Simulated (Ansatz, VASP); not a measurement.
**Si: VASP beside Ansatz**

File INCAR:

```
SYSTEM = Si
PREC = Accurate
ENCUT = 520
EDIFF = 1E-6
ISMEAR = -1
SIGMA = 0.05
LREAL = .FALSE.
LASPH = .TRUE.
NELM = 60
ALGO = Normal
ISIF = 2
LWAVE = .FALSE.
LCHARG = .FALSE.
GGA = CA
NBANDS = 11
```

The input KPOINTS:

```
regular mesh
0
G
  16 16 16
  0 0 0
```

Contents of POSCAR:

```
Si
1.0
   -2.2510000000      2.3685000000      1.2877500000
    2.2510000000     -2.3685000000      1.2877500000
    2.2510000000      2.3685000000     -1.2877500000
Si
2
Direct
    0.8070000000      0.5570000000      0.2500000000
    0.1930000000      0.4430000000      0.7500000000
```

Input for Ansatz:

```yaml
crystal:
  lattice:
    - [-2.251, 2.3685, 1.28775]
    - [2.251, -2.3685, 1.28775]
    - [2.251, 2.3685, -1.28775]
  atoms:
    - { symbol: Si, position: [0.807, 0.557, 0.25] }
    - { symbol: Si, position: [0.193, 0.443, 0.75] }
kpoints:
  mp_grid: { grid: [16, 16, 16] }
  band_path:
    path:
      - [0.0, 0.0, 0.0]
      - [0.5, -0.5, 0.5]
      - [0.4758105458, -0.4758105458, 0.5241894542]
      - [-0.4758105458, 0.4758105458, 0.4758105458]
      - [0.0, 0.0, 0.0]
      - [0.3239020265, 0.3239020265, -0.3239020265]
      - [0.6760979735, -0.3239020265, 0.3239020265]
      - [0.5, -0.5, 0.5]
      - [0.0, 0.0, 0.0]
    npoints: 5
scf:
  occupations: { method: fermi_dirac, width: 0.05 }
hamiltonian:
  xc: lda
  pseudopotentials: { kind: all_electron, lapw: { basis_error: 0.0005 } }
output:
  forces: true
  stress: true
  eigenvalues: true
```

Change from the starting cell: zz strain of +1 %.

Alike in both runs: task single point; functional LDA; k mesh 16 × 16 × 16; occupations fermi-dirac, width 0.05 eV; no spin polarisation.

```csv
,VASP,Ansatz
version,VASP 6.6.1,Ansatz 0.2.0
potentials or method,"VASP PAW LDA potentials, release 64 (Si), cutoff 520 eV","all-electron LAPW, scalar-relativistic"
```

Ansatz gave:

* pressure (GPa): 9.3
* traceless stress, the component that is largest in VASP (GPa): 2.26
* rms of the force components (eV/Å): 0.016

Question: Which values does VASP return?

Answer: Pressure (GPa): 9.5; traceless stress, the component that is largest in VASP (GPa): 2.31; rms of the force components (eV/Å): 0.015.

LDA's correlation is that of Perdew and Zunger in VASP and of Perdew and Wang (1992) in Ansatz. Atom by atom the forces differ by 0.000 eV/Å (rms over components). Ansatz ran all-electron here, and VASP with PAW potentials.
